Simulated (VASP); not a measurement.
# TiO2 (I4_1/amd) in VASP: relaxation of cell and atoms with PBEsol

Aim: the relaxation of cell and atoms of TiO2 with PBEsol.

Everything below comes from runs of VASP 6.6.1. Logs are shortened: lines on timing, memory, paths and dates and some standing lists are left out, and cuts for length are marked.

## (1) The cell of the first run

The structure is tetragonal, space group I4_1/amd (No. 141). Conventional cell: a = 3.799 Å, b = 3.799 Å, c = 9.698 Å, α = 90.00°, β = 90.00°, γ = 90.00°. Within 2.6 Å of Ti (site symmetry -4m2) lie 6 O at 1.95 to 2.00 Å. Within 2.6 Å of O (site symmetry 2mm) lie 3 Ti at 1.95 to 2.00 Å and 2 O at 2.47 Å.

## (2) Relaxation of cell and atoms, PBEsol

The input, INCAR:

```
SYSTEM = TiO2
PREC     = Accurate       ! precision mode
ENCUT    = 600            ! plane-wave cutoff, eV
EDIFF    = 1E-6           ! SCF threshold, eV
ISMEAR   = -1             ! smearing method
SIGMA    = 0.02           ! smearing width, eV
LREAL    = .FALSE.        ! projectors in reciprocal space
LASPH    = .TRUE.         ! aspherical terms in the spheres
NELM     = 60             ! most SCF steps
ALGO     = Normal         ! electronic algorithm
ISIF     = 3              ! what is computed and relaxed
LWAVE    = .FALSE.        ! write WAVECAR
LCHARG   = .FALSE.        ! write CHGCAR
GGA      = PS             ! functional
IBRION   = 2              ! ionic algorithm
NSW      = 80             ! ionic steps
EDIFFG   = -0.005         ! ionic threshold
```

The input, KPOINTS:

```
regular mesh
0
G
  8 8 8
  0 0 0
```

The input, POSCAR:

```
TiO2
1.0
   -1.8996053946      1.8996053946      4.8488433954
    1.8996053946     -1.8996053946      4.8488433954
    1.8996053946      1.8996053946     -4.8488433954
Ti O
2 4
Direct
    0.0000000000      0.0000000000      0.0000000000
    0.7500000000      0.2500000000      0.5000000000
    0.9564830881      0.4564830881      0.5000000000
    0.2064830881      0.2064830881      0.0000000000
    0.5435169119      0.0435169119      0.5000000000
    0.7935169119      0.7935169119      0.0000000000
```

Potentials or basis: VASP PAW PBE potentials, release 64 (Ti_sv, O).

Run with:

```bash
cat potpaw_PBE.64/Ti_sv/POTCAR potpaw_PBE.64/O/POTCAR > POTCAR
mpirun -np 1 vasp_std > vasp.out
```

OUTCAR:

```text
SYSTEM = TiO2
   PREC = Accurate
   ENCUT = 600
   EDIFF = 1E-6
   ISMEAR = -1
   LREAL = .FALSE.
   LASPH = .TRUE.
   NELM = 60
   ISIF = 3
   GGA = PS
   IBRION = 2
   NSW = 80
   EDIFFG = -0.005

 ion  position               nearest neighbor table
   1  0.000  0.000  0.000-   5 1.95   3 1.95   5 1.95   3 1.95   4 2.00   6 2.00
   2  0.750  0.250  0.500-   6 1.95   4 1.95   6 1.95   4 1.95   3 2.00   5 2.00
   3  0.956  0.456  0.500-   1 1.95   1 1.95   2 2.00
   4  0.206  0.206  0.000-   2 1.95   2 1.95   1 2.00
   5  0.544  0.044  0.500-   1 1.95   1 1.95   2 2.00
   6  0.794  0.794  0.000-   2 1.95   2 1.95   1 2.00

  LATTYP: Found a body centered tetragonal cell.
 ALAT       =     3.7992107892
 C/A-ratio  =     2.5525529719

  Lattice vectors:

 A1 = (  -1.8996053946,   1.8996053946,   4.8488433954)
 A2 = (   1.8996053946,  -1.8996053946,   4.8488433954)
 A3 = (   1.8996053946,   1.8996053946,  -4.8488433954)

Analysis of symmetry for initial positions (statically):
=====================================================================
 Subroutine PRICEL returns:
 Original cell was already a primitive cell.

 Routine SETGRP: Setting up the symmetry group for a
 body centered tetragonal supercell.

 Subroutine GETGRP returns: Found 16 space group operations
 (whereof  8 operations were pure point group operations)
 out of a pool of 16 trial point group operations.

The static configuration has the point symmetry D_2d.
 The point group associated with its full space group is D_4h.

Analysis of symmetry for dynamics (positions and initial velocities):
=====================================================================
 Subroutine PRICEL returns:
 Original cell was already a primitive cell.

 Routine SETGRP: Setting up the symmetry group for a
 body centered tetragonal supercell.

 Subroutine GETGRP returns: Found 16 space group operations
 (whereof  8 operations were pure point group operations)
 out of a pool of 16 trial point group operations.

The dynamic configuration has the point symmetry D_2d.
 The point group associated with its full space group is D_4h.

 Subroutine INISYM returns: Found 16 space group operations
 (whereof  8 operations are pure point group operations),
 and found     1 'primitive' translations

----------------------------------------------------------------------------------------

                                     Primitive cell

  volume of cell :      69.9882

[... 118 lines left out ...]
  Fermi-wavevector in a.u.,A,eV,Ry     =   1.443711  2.728218 28.358643  2.084301
  Thomas-Fermi vector in A             =   2.562088
   LORBIT       =      0    0 simple, 1 ext, 2 COOP (PROOUT), +10 PAW based schemes
   GGA     = PS    functional components
   LHFCALC =     F    Hartree Fock is set to
   AEXX    =    0.0000 exact exchange contribution
   IVDW    =     0    specifies the selected vdW correction
   LEPSILON=     F    determine dielectric tensor
   LRPA    =     F    only Hartree local field effects (RPA)
 conjugate gradient relaxation of ions
 non-spin polarized calculation
  energy-cutoff  :      600.00
  volume of cell :       69.99
 maximum number of plane-waves:      2363
 NGX is ok and might be reduce to    48
   NGX = 23   NGY = 23   NGZ = 23

--------------------------------------- Ionic step        1  -------------------------------------------

 number of electron      47.9999998 magnetization

 Free energy of the ion-electron system (eV)
  ---------------------------------------------------
  ext. energy  EPLUGINS =         0.00000000
  ---------------------------------------------------
  free energy    TOTEN  =       -56.19820137 eV

  energy without entropy =      -56.19820137  energy(sigma->0) =      -56.19820137

------------------------ aborting loop because EDIFF is reached ----------------------------------------

  FORCE on cell =-STRESS in cart. coord.  units (eV):
  Direction    XX          YY          ZZ          XY          YZ          ZX
  --------------------------------------------------------------------------------------
  -------------------------------------------------------------------------------------
  Total       -2.3397211     -2.3397211     -2.4472544      0.0000000      0.0000000      0.0000000
  in kB      -53.5611308    -53.5611308    -56.0227934      0.0000000      0.0000000      0.0000000
  external PRESSURE =     -54.3816850 kB  Pullay stress =       0.0000000 kB
[... 101 lines left out ...]
  FREE ENERGIE OF THE ION-ELECTRON SYSTEM (eV)
  ---------------------------------------------------
  free  energy   TOTEN  =       -56.2297363709 eV

  energy  without entropy=      -56.2297363709  energy(sigma->0) =      -56.22973637

[... ionic steps 4 to 17 ...]

--------------------------------------- Ionic step       18  -------------------------------------------

 number of electron      47.9999997 magnetization

------------------------ aborting loop because EDIFF is reached ----------------------------------------
[... 75 lines left out ...]
--------------------------------------- Ionic step       20  -------------------------------------------

 number of electron      47.9999997 magnetization

 Free energy of the ion-electron system (eV)
  ---------------------------------------------------
  ext. energy  EPLUGINS =         0.00000000
  ---------------------------------------------------
  free energy    TOTEN  =       -56.23143512 eV

  energy without entropy =      -56.23143512  energy(sigma->0) =      -56.23143512

 E-fermi :   3.7434     XC(G=0): -11.0269

 val. band max:        3.2636151307   @ k =  -0.3750   0.3750   0.0000
 cond. band min:       5.3835165624   @ k =   0.0000   0.0000   0.0000
 fundamental gap:      2.1199014317
 Fermi energy:         3.7433533854

 k-point     1 :       0.0000    0.0000    0.0000
  band No.  band energies     occupation
      1     -52.8138      2.00000
      2     -52.7520      2.00000
      3     -29.4034      2.00000
      4     -29.1571      2.00000
      5     -29.1571      2.00000
      6     -29.0845      2.00000
[... 733 lines left out ...]
     27       6.9685      0.00000
     28       6.9990      0.00000

 [... further k-points ...]

------------------------ aborting loop because EDIFF is reached ----------------------------------------

  FORCE on cell =-STRESS in cart. coord.  units (eV):
  Direction    XX          YY          ZZ          XY          YZ          ZX
  --------------------------------------------------------------------------------------
  -------------------------------------------------------------------------------------
  Total        0.0061922      0.0061922      0.0088433      0.0000000      0.0000000      0.0000000
  in kB        0.1459305      0.1459305      0.2084071      0.0000000      0.0000000      0.0000000
  external PRESSURE =       0.1667560 kB  Pullay stress =       0.0000000 kB
[... 21 lines left out ...]
  FREE ENERGIE OF THE ION-ELECTRON SYSTEM (eV)
  ---------------------------------------------------
  free  energy   TOTEN  =       -56.2314351150 eV

  energy  without entropy=      -56.2314351150  energy(sigma->0) =      -56.23143512

 reached required accuracy - stopping structural energy minimisation
```

OSZICAR:

```text
N       E                     dE             d eps       ncg     rms          rms(c)
DAV:   1     0.717051124802E+03    0.71705E+03   -0.27085E+04  3304   0.219E+03
DAV:   2     0.587007053175E+02   -0.65835E+03   -0.63860E+03  3520   0.606E+02
DAV:   3    -0.666304298309E+02   -0.12533E+03   -0.12213E+03  5180   0.224E+02
[... 150 lines left out ...]
DAV:   1    -0.562315898200E+02   -0.15992E-03   -0.88072E-03  3504   0.992E-01    0.101E-01
DAV:   2    -0.562314823808E+02    0.10744E-03   -0.60846E-04  3888   0.248E-01    0.515E-02
DAV:   3    -0.562314334070E+02    0.48974E-04   -0.22225E-04  4184   0.121E-01    0.140E-02
DAV:   4    -0.562314345250E+02   -0.11179E-05   -0.37740E-05  4504   0.368E-02    0.115E-02
DAV:   5    -0.562314351150E+02   -0.59006E-06   -0.16603E-06  2212   0.157E-02
  20 F= -.56231435E+02 E0= -.56231435E+02  d E =-.194789E-04
```

CONTCAR:

```text
TiO2
   1.00000000000000
    -1.8858226521622370    1.8858226521622370    4.7791403525797591
     1.8858226521622370   -1.8858226521622370    4.7791403525797591
     1.8858226521622370    1.8858226521622370   -4.7791403525797591
  Ti              O
     2     4
Direct
     0.0000000000000000    0.0000000000000000    0.0000000000000000
     0.7500000000000000    0.2500000000000000    0.5000000000000000
     0.9575798208627945    0.4575798208627945    0.5000000000000000
     0.2075798208627944    0.2075798208627944    0.0000000000000000
     0.5424201791372055    0.0424201791372055    0.5000000000000000
     0.7924201791372055    0.7924201791372055    0.0000000000000000

  0.00000000E+00  0.00000000E+00  0.00000000E+00
  0.00000000E+00  0.00000000E+00  0.00000000E+00
  0.00000000E+00  0.00000000E+00  0.00000000E+00
  0.00000000E+00  0.00000000E+00  0.00000000E+00
  0.00000000E+00  0.00000000E+00  0.00000000E+00
  0.00000000E+00  0.00000000E+00  0.00000000E+00
```

Run time: 36 min. Hardware: 1 thread of Intel Xeon Platinum 8488C (Sapphire Rapids), shared host; peak memory 0.43 GiB.

What came out:

- Free energy: -56.2314 eV
- Relaxed volume: 11.33 Å³/atom
- Relaxed cell: a = 5.473 Å, b = 5.473 Å, c = 5.473 Å, α = 139.69°, β = 139.69°, γ = 58.33°
- Space group after relaxing (to 0.1 Å): I4_1/amd (No. 141)
- Energy gained by relaxing: 5.5 meV/atom
- Ionic steps: 20
- Pressure after relaxing: 0.0 GPa
- Band gap on the k mesh: 2.12 eV (least direct gap 2.42 eV)

Step by step:
```
step  energy change (eV)  largest force (eV/Å)  pressure (GPa)  volume (Å³)
   1              0.0000                0.0881           -5.44        69.99
   2              0.0199                0.3264            7.62        66.05
   3             -0.0315                0.0843           -0.09        68.22
   4             -0.0315                0.0880           -0.02        68.18
   5             -0.0323                0.0197            0.07        68.10
   6             -0.0323                0.0174            0.09        68.10
   7             -0.0326                0.0080           -0.09        68.14
   8             -0.0327                0.0136           -0.59        68.24
   9             -0.0328                0.0067           -0.48        68.21
  10             -0.0329                0.0054           -0.43        68.19
  11             -0.0331                0.0000           -0.30        68.12
  12             -0.0332                0.0125            0.01        67.99
  13             -0.0332                0.0093           -0.06        68.03
  14             -0.0332                0.0053           -0.15        68.07
  15             -0.0332                0.0058           -0.14        68.06
  16             -0.0332                0.0073           -0.10        68.04
  17             -0.0332                0.0079           -0.09        68.04
  18             -0.0332                0.0082           -0.08        68.03
  19             -0.0332                0.0063           -0.06        68.02
  20             -0.0332                0.0008            0.02        67.98
```

Final structure:
```xyz
6
Lattice="-1.8858 1.8858 4.7791 1.8858 -1.8858 4.7791 1.8858 1.8858 -4.7791" Properties=species:S:1:pos:R:3 pbc="T T T"
Ti    0.0000    0.0000    0.0000
Ti    0.0000    1.8858    2.3896
O     0.0000    1.8858    4.3737
O     0.0000    0.0000    1.9841
O     0.0000    1.8858    0.4055
O     0.0000    0.0000    7.5742
```

Caveat: the PAW data sets were made with another functional, which shifts forces and pressure a little.
